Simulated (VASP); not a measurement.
# NaCl (Fm-3m) in VASP: settings compared, part 2 of 2

VASP 6.6.1. The steps go on from the part before.

### 4 Relaxation of cell and atoms, LDA

Contents of INCAR:

```
SYSTEM = NaCl
  ALGO = Normal
  EDIFF = 1E-6
  EDIFFG = -0.01
  ENCUT = 600
  IBRION = 2
  ISIF = 3
  ISMEAR = -1
  LASPH = .TRUE.
  LCHARG = .FALSE.
  LREAL = .FALSE.
  LWAVE = .FALSE.
  NELM = 60
  NSW = 60
  PREC = Accurate
  SIGMA = 0.05
```

Contents of KPOINTS:

```
k-points
0
G
  8 8 8
  0 0 0
```

Contents of POSCAR:

```
NaCl
1.0
    0.0000000000      2.7940632177      2.7940632177
    2.7940632177      0.0000000000      2.7940632177
    2.7940632177      2.7940632177      0.0000000000
Cl Na
1 1
Direct
    0.5000000000      0.5000000000      0.5000000000
    0.0000000000      0.0000000000      0.0000000000
```

Potentials or basis: VASP PAW LDA potentials, release 64 (Cl, Na_pv).

Run with:

```bash
$ cat potpaw_LDA.64/Cl/POTCAR potpaw_LDA.64/Na_pv/POTCAR > POTCAR
$ mpirun -np 1 vasp_std > vasp.out
```

Wall time 28 s (1 thread of Intel Xeon 8259CL, shared host); peak memory 0.16 GiB.

The run converged. Its results:

```
Free energy                           : -7.3896 eV
Relaxed volume                        : 20.37 Å³/atom
Relaxed cell                          : a = 3.863 Å, b = 3.863 Å, c = 3.863 Å, α = 60.00°, β = 60.00°, γ = 60.00°
Space group after relaxing (to 0.1 Å) : Fm-3m (No. 225)
Energy gained by relaxing             : 8.5 meV/atom
Ionic steps                           : 4
Pressure after relaxing               : 0.0 GPa
Band gap on the k mesh                : 5.09 eV
```

Step by step:
| step | energy change (eV) | largest force (eV/Å) | pressure (GPa) | volume (Å³) |
| --- | --- | --- | --- | --- |
| 1 | 0.0000 | 0.0000 | -1.80 | 43.63 |
| 2 | -0.0133 | 0.0000 | -0.98 | 42.09 |
| 3 | -0.0161 | 0.0000 | 0.39 | 40.24 |
| 4 | -0.0170 | 0.0000 | 0.04 | 40.75 |

Final structure:
```xyz
2
Lattice="0.0000 2.7312 2.7312 2.7312 0.0000 2.7312 2.7312 2.7312 0.0000" Properties=species:S:1:pos:R:3 pbc="T T T"
Cl    2.7312    2.7312    2.7312
Na    0.0000    0.0000    0.0000
```

Levels at points of the mesh, in eV from the valence-band top:
```
           k point  band 3  band 4  band 5  band 6  band 7  band 8  band 9  band 10  band 11
(0.00, 0.00, 0.00)  -20.63  -12.83    0.00    0.00    0.00    5.09   10.93    10.93    10.93
(0.50, 0.00, 0.00)  -20.63  -12.35   -2.34   -0.34   -0.34    7.05   10.90    10.90    11.06
(0.50, 0.50, 0.00)  -20.64  -12.30   -2.01   -0.72   -0.72    7.44    7.63    11.63    15.20
```

### 5 Single point, PBE-based screened hybrid with 25 % exact exchange

This run uses another cell than the first one, of 22.61 Å³/atom.

Contents of POSCAR:

```
NaCl
1.0
    0.0000000000      2.8275729220      2.8275729220
    2.8275729220      0.0000000000      2.8275729220
    2.8275729220      2.8275729220      0.0000000000
Cl Na
1 1
Direct
    0.5000000000      0.5000000000      0.5000000000
    0.0000000000      0.0000000000      0.0000000000
```

Contents of INCAR.step1:

```
SYSTEM = NaCl
PREC = Accurate
ENCUT = 520
EDIFF = 1E-5
ISMEAR = -1
SIGMA = 0.05
LREAL = .FALSE.
LASPH = .TRUE.
NELM = 60
ALGO = Normal
ISIF = 2
LWAVE = .TRUE.
NBANDS = 14
GGA = PE
```

Contents of INCAR.step2:

```
SYSTEM = NaCl
PREC = Accurate
ENCUT = 520
EDIFF = 1E-6
ISMEAR = -1
SIGMA = 0.05
LREAL = .FALSE.
LASPH = .TRUE.
NELM = 60
ALGO = Normal
ISIF = 2
LWAVE = .FALSE.
LCHARG = .TRUE.
GGA = PE
LHFCALC = .TRUE.
AEXX = 0.25
HFSCREEN = 0.3
PRECFOCK = Normal
LELF = .TRUE.
LVHAR = .TRUE.
NBANDS = 14
ISTART = 1
```

Contents of KPOINTS:

```
Automatic mesh
0
G
  4 4 4
  0 0 0
```

Potentials or basis: VASP PAW PBE potentials, release 64 (Cl, Na_pv).

Run with:

```bash
$ cat potpaw_PBE.64/Cl/POTCAR potpaw_PBE.64/Na_pv/POTCAR > POTCAR
$ cp INCAR.step1 INCAR
$ mpirun -np 1 vasp_std > vasp.out
$ cp INCAR.step2 INCAR
$ mpirun -np 1 vasp_std > vasp.out
```

Run time: 2.1 min. Hardware: 1 thread of Intel Xeon Platinum 8375C at 2.90GHz (Ice Lake), shared host; peak memory 0.26 GiB.

The run converged. Its results:

```yaml
Free_energy: -7.6984 eV
Pressure: 0.0 GPa
Band_gap_on_the_k_mesh: 6.20 eV
```

Levels at points of the mesh, in eV from the valence-band top:
| k point | band 5 | band 6 | band 7 | band 8 | band 9 | band 10 |
| --- | --- | --- | --- | --- | --- | --- |
| (0.00, 0.00, 0.00) | 0.00 | 0.00 | 0.00 | 6.20 | 12.33 | 12.33 |
| (0.50, 0.00, 0.00) | -1.98 | -0.27 | -0.27 | 8.36 | 11.89 | 12.20 |
| (0.50, 0.50, 0.00) | -1.73 | -0.63 | -0.63 | 8.70 | 9.16 | 12.55 |

Caveat: the k points lie up to 0.48 Å⁻¹ apart; the PAW data sets were made with another functional, which shifts forces and pressure a little.

### 6 Relaxation of cell and atoms, PBE-based screened hybrid with 25 % exact exchange

Contents of POSCAR:

```
NaCl
1.0
    0.0000000000      2.7940632177      2.7940632177
    2.7940632177      0.0000000000      2.7940632177
    2.7940632177      2.7940632177      0.0000000000
Cl Na
1 1
Direct
    0.5000000000      0.5000000000      0.5000000000
    0.0000000000      0.0000000000      0.0000000000
```

Contents of INCAR.step1:

```
ALGO = Normal ; EDIFF = 1E-5
ENCUT = 600 ; GGA = PE
ISMEAR = -1 ; LASPH = T
LCHARG = F ; LREAL = F
LWAVE = T ; NBANDS = 14
NELM = 80 ; PREC = Accurate
SIGMA = 0.05
```

Contents of INCAR.step2:

```
AEXX = 0.25 ; ALGO = Normal
EDIFF = 1E-7 ; EDIFFG = -0.01
ENCUT = 600 ; GGA = PE
HFSCREEN = 0.3 ; IBRION = 2
ISIF = 3 ; ISMEAR = -1
ISTART = 1 ; LASPH = T
LCHARG = F ; LHFCALC = T
LREAL = F ; LWAVE = F
NELM = 80 ; NSW = 60
PREC = Accurate ; PRECFOCK = Normal
SIGMA = 0.05
```

Contents of KPOINTS:

```
k-points
0
Gamma
  4 4 4
```

Potentials or basis: VASP PAW PBE potentials, release 64 (Cl, Na_pv).

Run with:

```bash
$ cat potpaw_PBE.64/Cl/POTCAR potpaw_PBE.64/Na_pv/POTCAR > POTCAR
$ cp INCAR.step1 INCAR
$ mpirun -np 1 vasp_std > vasp.out
$ cp INCAR.step2 INCAR
$ mpirun -np 1 vasp_std > vasp.out
```

Run time: 8.3 min. Hardware: 1 thread of Intel Xeon Platinum 8375C at 2.90GHz (Ice Lake), shared host; peak memory 0.27 GiB.

It converged, with:

```yaml
Free_energy: -7.6984 eV
Relaxed_volume: 22.66 Å³/atom
Relaxed_cell: a = 4.002 Å, b = 4.002 Å, c = 4.002 Å, α = 60.00°, β = 60.00°, γ = 60.00°
Space_group_after_relaxing_to_0.1_Å: Fm-3m (No. 225)
Energy_gained_by_relaxing: 2.7 meV/atom
Ionic_steps: 3
Pressure_after_relaxing: 0.0 GPa
Band_gap_on_the_k_mesh: 6.19 eV
```

The path:
```
step  energy change (eV)  largest force (eV/Å)  pressure (GPa)  volume (Å³)
   1              0.0000                0.0000            1.05        43.63
   2             -0.0042                0.0000            0.46        44.53
   3             -0.0054                0.0000            0.01        45.31
```

Final structure:
```
CELL_PARAMETERS angstrom
0.00000 2.82959 2.82959
2.82959 0.00000 2.82959
2.82959 2.82959 0.00000
ATOMIC_POSITIONS crystal
Cl 0.50000 0.50000 0.50000
Na 0.00000 0.00000 0.00000
```

Levels at points of the mesh, in eV from the valence-band top:
| k point | band 3 | band 4 | band 5 | band 6 | band 7 | band 8 | band 9 | band 10 | band 11 |
| --- | --- | --- | --- | --- | --- | --- | --- | --- | --- |
| (0.00, 0.00, 0.00) | -22.87 | -13.78 | 0.00 | 0.00 | 0.00 | 6.19 | 12.33 | 12.33 | 12.33 |
| (0.50, 0.00, 0.00) | -22.87 | -13.43 | -1.98 | -0.27 | -0.27 | 8.35 | 11.87 | 12.19 | 12.19 |
| (0.50, 0.50, 0.00) | -22.88 | -13.37 | -1.72 | -0.62 | -0.62 | 8.69 | 9.17 | 12.54 | 16.10 |

Caveat: the k points lie up to 0.48 Å⁻¹ apart in the final cell; the PAW data sets were made with another functional, which shifts forces and pressure a little.

### 7 Overview

```tsv
task	level	potentials or basis	cell	k mesh	cutoff (eV)	grid for exact exchange (PRECFOCK)	share of exact exchange	screening parameter	gap on the mesh (eV)	pressure (GPa)	relaxed volume (Å³/atom)
single point	LDA	VASP PAW LDA potentials, release 64 (Cl, Na_pv)	a = 3.951 Å, angles 60.0°, 2 atoms	8 × 8 × 8	520	-	-	-	4.80	-1.8	-
single point	PBE	VASP PAW PBE potentials, release 64 (Cl, Na_pv)	a = 4.025 Å, angles 60.0°, 2 atoms	8 × 8 × 8	520	-	-	-	5.00	0.0	-
relaxation of cell and atoms	LDA	VASP PAW LDA potentials, release 64 (Cl, Na_pv)	relaxed from a = 3.951 Å, angles 60.0°, 2 atoms	8 × 8 × 8	600	-	-	-	5.09	0.0	20.37
single point	PBE-based screened hybrid with 25 % exact exchange	VASP PAW PBE potentials, release 64 (Cl, Na_pv)	a = 3.999 Å, angles 60.0°, 2 atoms	4 × 4 × 4	520	Normal	0.25	0.3 1/Å	6.20	0.0	-
relaxation of cell and atoms	PBE-based screened hybrid with 25 % exact exchange	VASP PAW PBE potentials, release 64 (Cl, Na_pv)	relaxed from a = 3.951 Å, angles 60.0°, 2 atoms	4 × 4 × 4	600	Normal	0.25	0.3 1/Å	6.19	0.0	22.66
```

Alike in all rows: no spin polarisation; smearing fermi-dirac 0.05 eV.

Caveats: some runs use coarse meshes; the PAW data sets were made with another functional, which shifts forces and pressure a little (at least some runs).

Absolute energies hang on the potentials; compare differences alone.
